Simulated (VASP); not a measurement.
# H2 in VASP: further runs

The runs below take H2 through single point, relaxation of the atoms, with r2SCAN.

All numbers are computed with VASP 6.6.1; they aren't measurements. Logs are shortened: lines on timing, memory, paths and dates and some standing lists are left out, and cuts for length are marked.

## 1. The cell of the first run

The cell holds a molecule in a box, 2 atoms: a = 9.000 Å, b = 9.500 Å, c = 10.000 Å, α = 90.00°, β = 90.00°, γ = 90.00°.

## 2. Single point, r2SCAN

POSCAR reads:

```
H
1.0
    9.0000000000      0.0000000000      0.0000000000
    0.0000000000      9.5000000000      0.0000000000
    0.0000000000      0.0000000000     10.0000000000
H
2
Direct
    0.5000000000      0.5000000000      0.4629264781
    0.5000000000      0.5000000000      0.5370735219
```

INCAR.step1 reads:

```
SYSTEM = H
ALGO = Normal
EDIFF = 1E-4
ENCUT = 520
GGA = PE
ISMEAR = 1
LASPH = .TRUE.
LCHARG = .FALSE.
LREAL = .FALSE.
LWAVE = .TRUE.
NBANDS = 8
NELM = 80
PREC = Accurate
SIGMA = 0.05
```

INCAR.step2 reads:

```
SYSTEM = H
ALGO = Normal
EDIFF = 1E-6
ENCUT = 520
ISIF = 2
ISMEAR = 1
ISTART = 1
LASPH = .TRUE.
LCHARG = .FALSE.
LMIXTAU = .TRUE.
LREAL = .FALSE.
LWAVE = .FALSE.
METAGGA = R2SCAN
NBANDS = 8
NELM = 80
PREC = Accurate
SIGMA = 0.05
```

KPOINTS reads:

```
k-points
0
G
  1 1 1
  0 0 0
```

Potentials or basis: VASP PAW PBE potentials, release 64 (H).

Launch:

```
$ cat potpaw_PBE.64/H/POTCAR > POTCAR
$ cp INCAR.step1 INCAR
$ mpirun -np 1 vasp_gam > vasp.out
$ cp INCAR.step2 INCAR
$ mpirun -np 1 vasp_gam > vasp.out
```

OUTCAR:

```text
SYSTEM = H
   EDIFF = 1E-6
   ENCUT = 520
   ISIF = 2
   ISMEAR = 1
   ISTART = 1
   LASPH = .TRUE.
   LREAL = .FALSE.
   METAGGA = R2SCAN
   NELM = 80
   PREC = Accurate

 ion  position               nearest neighbor table
   1  0.500  0.500  0.463-   2 0.74
   2  0.500  0.500  0.537-   1 0.74

  LATTYP: Found a simple orthorhombic cell.
 ALAT       =     9.0000000000
 B/A-ratio  =     1.0555555556
 C/A-ratio  =     1.1111111111

  Lattice vectors:

 A1 = (   9.0000000000,   0.0000000000,   0.0000000000)
 A2 = (   0.0000000000,   9.5000000000,   0.0000000000)
 A3 = (   0.0000000000,   0.0000000000,  10.0000000000)

Analysis of symmetry for initial positions (statically):
=====================================================================
 Subroutine PRICEL returns:
 Original cell was already a primitive cell.

 Routine SETGRP: Setting up the symmetry group for a
 simple orthorhombic supercell.

 Subroutine GETGRP returns: Found  8 space group operations
 (whereof  8 operations were pure point group operations)
 out of a pool of  8 trial point group operations.

The static configuration has the point symmetry D_2h.

Analysis of symmetry for dynamics (positions and initial velocities):
=====================================================================
 Subroutine PRICEL returns:
 Original cell was already a primitive cell.

 Routine SETGRP: Setting up the symmetry group for a
 simple orthorhombic supercell.

 Subroutine GETGRP returns: Found  8 space group operations
 (whereof  8 operations were pure point group operations)
 out of a pool of  8 trial point group operations.

The dynamic configuration has the point symmetry D_2h.

 Subroutine INISYM returns: Found  8 space group operations
 (whereof  8 operations are pure point group operations),
 and found     1 'primitive' translations

----------------------------------------------------------------------------------------

                                     Primitive cell

  volume of cell :     855.0000

  direct lattice vectors                    reciprocal lattice vectors
     9.000000000  0.000000000  0.000000000     0.111111111  0.000000000  0.000000000
     0.000000000  9.500000000  0.000000000     0.000000000  0.105263158  0.000000000
[... 55 lines left out ...]
   ISPIN  =      1    spin polarized calculation?
   LNONCOLLINEAR =      F non collinear calculations
   LSORBIT =      F    spin-orbit coupling
   LASPH  =      T    aspherical Exc in radial PAW
   ENCUT  =  520.0 eV  38.22 Ry    6.18 a.u.  16.73 17.66 18.59*2*pi/ulx,y,z
   NELM   =     80;   NELMIN=  2; NELMDL=  0     # of ELM steps
   EDIFF  = 0.1E-05   stopping-criterion for ELM
   LREAL  =      F    real-space projection
   EDIFFG = 0.1E-04   stopping-criterion for IOM
   NSW    =      0    number of steps for IOM
   IBRION =     -1    ionic relax: 0-MD 1-quasi-New 2-CG
   NFREE  =      0    steps in history (QN), initial steepest desc. (CG)
   ISIF   =      2    stress and relaxation
   ISYM   =      2    0-nonsym 1-usesym 2-fastsym
   POTIM  = 0.5000    time-step for ionic-motion
   TEBEG  =    0.0;   TEEND  =   0.0 temperature during run
   PSTRESS=    0.0 pullay stress
   NELECT =       2.0000    total number of electrons
   NUPDOWN=      -1.0000    fix difference up-down
   EMIN   =  10.00;   EMAX   =-10.00  energy-range for DOS
   EFERMI =   0.00;   METHOD = LEGACY
   ISMEAR =     1;   SIGMA  =   0.05  broadening in eV -4-tet -1-fermi 0-gaus
   EFERMI_NEDOS =   21; number of points for ismear=-14 and -15
   IALGO  =     38    algorithm
   IMIX   =      4    mixing-type and parameters
     AMIX     =   0.40;   BMIX     =  1.00
     AMIX_MAG =   1.60;   BMIX_MAG =  1.00
  volume/ion in A,a.u.               =     427.50      2884.91
  Fermi-wavevector in a.u.,A,eV,Ry     =   0.217318  0.410672  0.642565  0.047227
  Thomas-Fermi vector in A             =   0.994036
   LORBIT       =      0    0 simple, 1 ext, 2 COOP (PROOUT), +10 PAW based schemes
   METAGGA = R2SCAN    functional components
   LHFCALC =     F    Hartree Fock is set to
   AEXX    =    0.0000 exact exchange contribution
   IVDW    =     0    specifies the selected vdW correction
   LEPSILON=     F    determine dielectric tensor
   LRPA    =     F    only Hartree local field effects (RPA)
 non-spin polarized calculation
 Methfessel and Paxton  Order N= 1 SIGMA  =   0.05
  energy-cutoff  :      520.00
  volume of cell :      855.00
 maximum number of plane-waves:     11510
 NGX is ok and might be reduce to    70
   NGX = 33   NGY = 35   NGZ = 37

 number of electron       2.0000001 magnetization

 Free energy of the ion-electron system (eV)
  ---------------------------------------------------
  ext. energy  EPLUGINS =         0.00000000
  ---------------------------------------------------
  free energy    TOTEN  =        -6.90612814 eV

  energy without entropy =       -6.90902709  energy(sigma->0) =       -6.90709445

 E-fermi : -10.7667     XC(G=0):  -0.2700

 val. band max:      -10.8087570700   @ k =   0.0000   0.0000   0.0000
 cond. band min:      -0.0345705916   @ k =   0.0000   0.0000   0.0000
 fundamental gap:     10.7741864784
 Fermi energy:       -10.7666629592

 k-point     1 :       0.0000    0.0000    0.0000
  band No.  band energies     occupation
      1     -10.8088      2.00000
      2      -0.0346      0.00000
      3       1.0284      0.00000
      4       1.4938      0.00000
      5       1.5078      0.00000
      6       1.6921      0.00000
      7       1.7119      0.00000
      8       1.9207      0.00000

------------------------ aborting loop because EDIFF is reached ----------------------------------------

  FORCE on cell =-STRESS in cart. coord.  units (eV):
  Direction    XX          YY          ZZ          XY          YZ          ZX
  --------------------------------------------------------------------------------------
  -------------------------------------------------------------------------------------
  Total        0.0026508      0.0033339     -0.0215411     -0.0000000      0.0000000      0.0000000
  in kB        0.0049672      0.0062474     -0.0403656     -0.0000000      0.0000000      0.0000000
  external PRESSURE =      -0.0097170 kB  Pullay stress =       0.0000000 kB

 VOLUME and BASIS-vectors are now :
 -----------------------------------------------------------------------------
  energy-cutoff  :      520.00
  volume of cell :      855.00
      direct lattice vectors                 reciprocal lattice vectors
     9.000000000  0.000000000  0.000000000     0.111111111  0.000000000  0.000000000
     0.000000000  9.500000000  0.000000000     0.000000000  0.105263158  0.000000000
     0.000000000  0.000000000 10.000000000     0.000000000  0.000000000  0.100000000

 POSITION                                       TOTAL-FORCE (eV/Angst)
 -----------------------------------------------------------------------------------
      4.50000      4.75000      4.62926         0.000000      0.000000      0.013803
      4.50000      4.75000      5.37074         0.000000      0.000000     -0.013803
 -----------------------------------------------------------------------------------
    total drift:                                0.000000      0.000000      0.000000

  FREE ENERGIE OF THE ION-ELECTRON SYSTEM (eV)
  ---------------------------------------------------
  free  energy   TOTEN  =        -6.9061281358 eV

  energy  without entropy=       -6.9090270885  energy(sigma->0) =       -6.90709445
```

OUTCAR.step1:

```text
SYSTEM = H
   EDIFF = 1E-4
   ENCUT = 520
   GGA = PE
   ISMEAR = 1
   LASPH = .TRUE.
[... 208 lines left out ...]
 -----------------------------------------------------------------------------------
      4.50000      4.75000      4.62926         0.000000     -0.000000     -0.299649
      4.50000      4.75000      5.37074         0.000000      0.000000      0.299649
 -----------------------------------------------------------------------------------
    total drift:                                0.000000      0.000000      0.000000

  FREE ENERGIE OF THE ION-ELECTRON SYSTEM (eV)
  ---------------------------------------------------
  free  energy   TOTEN  =        -6.7682302585 eV

  energy  without entropy=       -6.7711292112  energy(sigma->0) =       -6.76919658
```

OSZICAR.step1:

```text
N       E                     dE             d eps       ncg     rms          rms(c)
DAV:   1     0.299834821259E+00    0.29983E+00   -0.47107E+02    16   0.117E+02
DAV:   2    -0.710416723204E+01   -0.74040E+01   -0.74040E+01    16   0.322E+01
DAV:   3    -0.747083548055E+01   -0.36667E+00   -0.36667E+00    24   0.884E+00
DAV:   4    -0.747100283899E+01   -0.16736E-03   -0.16736E-03    16   0.219E-01
DAV:   5    -0.747100367513E+01   -0.83613E-06   -0.83623E-06    16   0.199E-02    0.454E+00
DAV:   6    -0.701542395536E+01    0.45558E+00   -0.22939E-01    16   0.137E+00    0.248E+00
DAV:   7    -0.676404326513E+01    0.25138E+00   -0.55381E-01    16   0.216E+00    0.307E-01
DAV:   8    -0.676747356687E+01   -0.34303E-02   -0.69871E-03    16   0.226E-01    0.259E-01
DAV:   9    -0.676295191162E+01    0.45217E-02   -0.57078E-03    16   0.211E-01    0.444E-02
DAV:  10    -0.676575477217E+01   -0.28029E-02   -0.11855E-03    16   0.881E-02    0.361E-02
DAV:  11    -0.676603269133E+01   -0.27792E-03   -0.89521E-06    24   0.154E-02    0.210E-02
DAV:  12    -0.676794806039E+01   -0.19154E-02   -0.49805E-04    16   0.631E-02    0.113E-02
DAV:  13    -0.676813190684E+01   -0.18385E-03   -0.14805E-05    16   0.108E-02    0.782E-03
DAV:  14    -0.676823025848E+01   -0.98352E-04   -0.78276E-06    16   0.808E-03
   1 F= -.67682303E+01 E0= -.67691966E+01  d E =0.289895E-02
```

Wall time 2.7 min (1 thread of Intel Xeon 6975P-C (Granite Rapids), shared host); peak memory 0.87 GiB.

What came out:

- Free energy: -6.9061 eV
- Largest force: 0.014 eV/Å
- Gap between the frontier levels: 10.77 eV

Forces on the atoms (eV/Å):
```
H    0.000  0.000  0.014
H    0.000  0.000 -0.014
```

Caveat: the PAW data sets were made with another functional, which shifts forces and pressure a little.

## 3. Relaxation of the atoms, r2SCAN

POSCAR reads:

```
H
1.0
    9.0000000000      0.0000000000      0.0000000000
    0.0000000000      9.5000000000      0.0000000000
    0.0000000000      0.0000000000     10.0000000000
H
2
Direct
    0.5000000000      0.5000000000      0.4625000000
    0.5000000000      0.5000000000      0.5375000000
```

INCAR.step1 reads:

```
SYSTEM = H
PREC = Accurate ; ENCUT = 520
ISMEAR = 1 ; SIGMA = 0.05
LREAL = .False. ; LASPH = .True.
NELM = 80 ; GGA = PE
ALGO = Normal ; EDIFF = 1E-4
LWAVE = .True. ; LCHARG = .False.
```

INCAR.step2 reads:

```
SYSTEM = H
PREC = Accurate ; ENCUT = 520
EDIFF = 1E-7 ; ISMEAR = 1
SIGMA = 0.05 ; LREAL = .False.
LASPH = .True. ; NELM = 80
ALGO = Normal ; ISIF = 2
LWAVE = .False. ; LCHARG = .False.
METAGGA = R2SCAN ; LMIXTAU = .True.
IBRION = 2 ; NSW = 80
EDIFFG = -0.01 ; ISTART = 1
```

KPOINTS reads:

```
Automatic mesh
0
Gamma
  1 1 1
  0 0 0
```

Potentials or basis: VASP PAW PBE potentials, release 64 (H).

Launch:

```
$ cat potpaw_PBE.64/H/POTCAR > POTCAR
$ cp INCAR.step1 INCAR
$ mpirun -np 1 vasp_gam > vasp.out
$ cp INCAR.step2 INCAR
$ mpirun -np 1 vasp_gam > vasp.out
```

Run time: 9.9 min. Hardware: 1 thread of Intel Xeon 6975P-C (Granite Rapids), shared host; peak memory 0.95 GiB.

The run converged. Its results:

```yaml
Free_energy: -6.9068 eV
Energy_gained_by_relaxing: 0.7 meV/atom
Ionic_steps: 3
Gap_between_the_frontier_levels: 11.04 eV
```

The path:
| step | energy change (eV) | largest force (eV/Å) | pressure (GPa) |
| --- | --- | --- | --- |
| 1 | 0.0000 | 0.3032 | -0.02 |
| 2 | 0.0068 | 0.8041 | 0.03 |
| 3 | -0.0013 | 0.0004 | -0.01 |

Final structure:
```
H
1.0
     9.00000    0.00000    0.00000
     0.00000    9.50000    0.00000
     0.00000    0.00000   10.00000
H
2
Direct
  0.50000 0.50000 0.46293
  0.50000 0.50000 0.53707
```

Levels at points of the mesh, in eV from the valence-band top:
```csv
k point,band 1,band 2,band 3,band 4
"(0.00, 0.00, 0.00)",0.00,11.04,12.17,12.47
```

Caveat: the PAW data sets were made with another functional, which shifts forces and pressure a little.
